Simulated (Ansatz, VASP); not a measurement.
## TlCl: VASP beside Ansatz

The input INCAR:

```
SYSTEM = TlCl
  PREC = Accurate
  ENCUT = 500
  EDIFF = 1E-6
  ISMEAR = 0
  SIGMA = 0.01
  LREAL = .False.
  LASPH = .True.
  NELM = 120
  ALGO = Normal
  ISIF = 2
  LWAVE = .False.
  LCHARG = .True.
  GGA = PE
  LELF = .True.
  LVHAR = .True.
  NBANDS = 17
  GGA_COMPAT = .False.
```

KPOINTS

```
Automatic mesh
0
Gamma
  6 6 6
  0 0 0
```

Contents of POSCAR:

```
TlCl
1.0
    3.8998656071      0.0000000000      0.0000000000
    0.0000000000      3.8998656071      0.0000000000
    0.0000000000      0.0000000000      3.8998656071
Tl Cl
1 1
Direct
    0.0000000000      0.0000000000      0.0000000000
    0.5000000000      0.5000000000      0.5000000000
```

Input for Ansatz:

```yaml
crystal:
  lattice:
    - [3.8998656071, 0.0, 0.0]
    - [0.0, 3.8998656071, 0.0]
    - [0.0, 0.0, 3.8998656071]
  atoms:
    - { symbol: Tl, position: [0.0, 0.0, 0.0] }
    - { symbol: Cl, position: [0.5, 0.5, 0.5] }
kpoints:
  mp_grid: { grid: [6, 6, 6] }
hamiltonian:
  xc: pbe
scf:
  occupations: { method: fixed }
  n_extra_bands: 4
output:
  forces: true
  stress: true
  eigenvalues: true
```

Alike in both runs: task single point; functional PBE; k mesh 6 × 6 × 6; no spin polarisation.

```csv
,VASP,Ansatz
version,VASP 6.6.1,Ansatz 0.2.0
potentials or method,"VASP PAW PBE potentials, release 64 (Tl_d, Cl)","plane waves, PAW"
plane-wave cutoff (eV),500,420
occupations,"gaussian, width 0.01 eV",fixed
valence electrons in the cell,20,20
```

|  | VASP | Ansatz | Ansatz less VASP |
| --- | --- | --- | --- |
| gap on the k mesh at the Fermi level (eV) | 2.20 | 2.20 | -0.007 |
| pressure (GPa) | -0.1 | 0.0 | +0.06 |

Neither program's run includes spin-orbit coupling.
